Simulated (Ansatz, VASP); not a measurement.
# Two plane-wave programs on Pd

```xyz
2
Lattice="0.0000 2.7082 2.7082 2.7082 0.0000 2.7082 2.7082 2.7082 0.0000" Properties=species:S:1:pos:R:3 pbc="T T T"
Pd    0.6771    0.6771    0.6771
Pd    4.7394    4.7394    4.7394
```

Alike in both runs: task relaxation of cell and atoms; functional r2SCAN; k mesh 10 × 10 × 10; occupations fermi-dirac, width 0.1 eV; no spin polarisation.

|  | VASP | Ansatz |
| --- | --- | --- |
| version | VASP 6.6.1 | Ansatz 0.2.0 |
| potentials or method | VASP PAW PBE potentials, release 64 (Pd), cutoff 600 eV | plane waves (500 eV) with PAW, scalar-relativistic |
| valence electrons in the cell | 20 | 36 |

|  | VASP | Ansatz | Ansatz less VASP |
| --- | --- | --- | --- |
| relaxed volume (Å³/atom) | 23.63 | 23.63 | +0.003 |
| relaxed cell length with the largest relative difference (Å) | 4.058 | 4.058 | +0.0002 |

VASP's potentials were made for PBE, not for r2SCAN. VASP's potentials hold 20 valence electrons a cell and Ansatz's 36, so a difference there can come from the potentials and not from the codes.

Noted on VASP's run: the volume moved by over 15 % at a fixed basis, so the end points are rough.
